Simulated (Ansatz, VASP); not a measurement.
**One calculation of ZnSnN2, two programs**

Contents of POSCAR:

```
ZnSnN2
1.0
    3.3129799489      0.0000000000      0.0000000000
    0.0000000000      3.3129799489      0.0000000000
    0.0000000000      0.0000000000      4.6037025748
Zn N Sn
1 2 1
Direct
    0.0000000000      0.0000000000      0.0000000000
    0.0000000000      0.5000000000      0.2448435878
    0.5000000000      0.0000000000      0.7551564122
    0.5000000000      0.5000000000      0.5000000000
```

INCAR.step1

```
  PREC = Accurate
  ENCUT = 520
  ISMEAR = -1
  SIGMA = 0.02
  LREAL = False
  LASPH = True
  NELM = 100
  NBANDS = 26
  GGA = PE
  ALGO = Normal
  EDIFF = 1E-4
  LWAVE = True
  LCHARG = False
```

The input INCAR.step2:

```
  PREC = Accurate
  ENCUT = 520
  EDIFF = 1E-6
  ISMEAR = -1
  SIGMA = 0.02
  LREAL = False
  LASPH = True
  NELM = 100
  ALGO = Normal
  ISIF = 2
  LWAVE = False
  LCHARG = True
  METAGGA = R2SCAN
  LMIXTAU = True
  LELF = True
  LVHAR = True
  NBANDS = 26
  ISTART = 1
```

The input KPOINTS:

```
regular mesh
0
Gamma
  6 6 4
```

Input for Ansatz:

```yaml
crystal:
  lattice:
    - [3.3129799489, 0.0, 0.0]
    - [0.0, 3.3129799489, 0.0]
    - [0.0, 0.0, 4.6037025748]
  atoms:
    - { symbol: Zn, position: [0.0, 0.0, 0.0] }
    - { symbol: "N", position: [0.0, 0.5, 0.2448435878] }
    - { symbol: Sn, position: [0.5, 0.5, 0.5] }
    - { symbol: "N", position: [0.5, 0.0, 0.7551564122] }
kpoints:
  mp_grid: { grid: [6, 6, 4] }
hamiltonian:
  xc: r2scan
scf:
  occupations: { method: fermi_dirac, width: 0.02 }
  n_extra_bands: 5
output:
  forces: true
  stress: true
  eigenvalues: true
```

Alike in both runs: task single point; functional r2SCAN; k mesh 6 × 6 × 4; occupations fermi-dirac, width 0.02 eV; no spin polarisation.

|  | VASP | Ansatz |
| --- | --- | --- |
| version | VASP 6.6.1 | Ansatz 0.2.0 |
| potentials or method | VASP PAW PBE potentials, release 64 (Zn, N, Sn_d) | plane waves, PAW |
| plane-wave cutoff (eV) | 520 | 500 |
| valence electrons in the cell | 36 | 36 |

|  | VASP | Ansatz | Ansatz less VASP |
| --- | --- | --- | --- |
| pressure (GPa) | 12.1 | 11.3 | -0.72 |
| rms of the force components (eV/Å) | 0.107 | 0.105 | -0.0021 |

VASP's potentials were made for PBE, not for r2SCAN.
